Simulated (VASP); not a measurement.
Wanted: the native input for a VASP 6.6.1 run.

```yaml
Task: single point
Functional: PBEsol
Potentials_or_basis: VASP PAW PBE potentials, release 64 (Ir)
Cutoff: 520 eV
k_mesh: 24 × 24 × 12
Occupations: gaussian, width 0.15 eV
Spin: no spin polarisation
Dipole_correction: no
Further_INCAR_settings: ALGO = Fast; EDIFF = 1e-06; NBANDS = 16
```

The structure of Ir lies in POSCAR:

```
Ir
1.0
    2.9638319907      0.0000000000      0.0000000000
   -1.4819159954      2.5667537965      0.0000000000
    0.0000000000      0.0000000000      3.8454849492
Ir
2
Direct
    0.6666666667      0.3333333333      0.7500000000
    0.3333333333      0.6666666667      0.2500000000
```

This cell differs from its parent crystal: ratio of the length along z to the lengths across it x 0.8, volume and fractional coordinates fixed.

One way to write it, as run:

INCAR

```
  ALGO = Fast
  EDIFF = 1E-6
  ENCUT = 520
  GGA = PS
  ISIF = 2
  ISMEAR = 0
  LASPH = True
  LCHARG = True
  LELF = True
  LREAL = False
  LVHAR = True
  LWAVE = False
  NBANDS = 16
  NELM = 100
  PREC = Accurate
  SIGMA = 0.15
```

KPOINTS

```
k-points
0
Gamma
  24 24 12
```

Potentials or basis: VASP PAW PBE potentials, release 64 (Ir).

Launch:

```sh
$ cat potpaw_PBE.64/Ir/POTCAR > POTCAR
$ mpirun -np 1 vasp_std > vasp.out
```

Results of the run:

- Pressure: 6.0 GPa
- Band gap on the k mesh: zero (band 9 reaches 10.39 eV, above the bottom of band 10 at 8.56 eV)

Caveat: the PAW data sets were made with another functional, which shifts forces and pressure a little; spin-orbit coupling is left out, which moves the levels of the heavy elements.

It took 110 s on 1 thread of Intel(R) Xeon(R) Platinum 8488C (Sapphire Rapids), with other jobs on the host, peak memory 0.29 GiB.
